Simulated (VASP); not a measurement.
A run of VASP 6.6.1:

INCAR

```
SYSTEM = Ru
  PREC = Accurate
  ENCUT = 520
  EDIFF = 1E-7
  ISMEAR = 0
  SIGMA = 0.15
  LREAL = .False.
  LASPH = .True.
  NELM = 100
  ALGO = Fast
  ISIF = 2
  LWAVE = .False.
  LCHARG = .False.
  GGA = PE
  NBANDS = 51
```

Contents of KPOINTS:

```
Automatic mesh
0
Gamma
  25 25 5
  0 0 0
```

File POSCAR:

```
Ru
1.0
   -2.7200250909      0.0000000000      0.0000000000
   -1.3600125454     -2.3556108276      0.0000000000
    0.0000000000      0.0000000000     13.3903084894
Ru
6
Direct
    0.3333333333      0.3333333333      0.8824539751
    0.3333333333      0.3333333333      0.2406809345
    0.3333333333      0.3333333333      0.5615674548
    0.6666666667      0.6666666667      0.0802376744
    0.6666666667      0.6666666667      0.4011241947
    0.6666666667      0.6666666667      0.7220107149
```

Potentials or basis: VASP PAW PBE potentials, release 64 (Ru_pv).

Command:

```bash
$ cat potpaw_PBE.64/Ru_pv/POTCAR > POTCAR
$ mpirun -np 1 vasp_std > vasp.out
```

Hardware: 1 thread of Oxide Virtual Turin-like Processor (shared host).

Q: How long does it take, and how much memory?

A: Wall time 47 min on 1 thread of Oxide Virtual Turin-like Processor, with other jobs on the host, peak memory 0.82 GiB. Counts: scf iterations 24, k points 299.
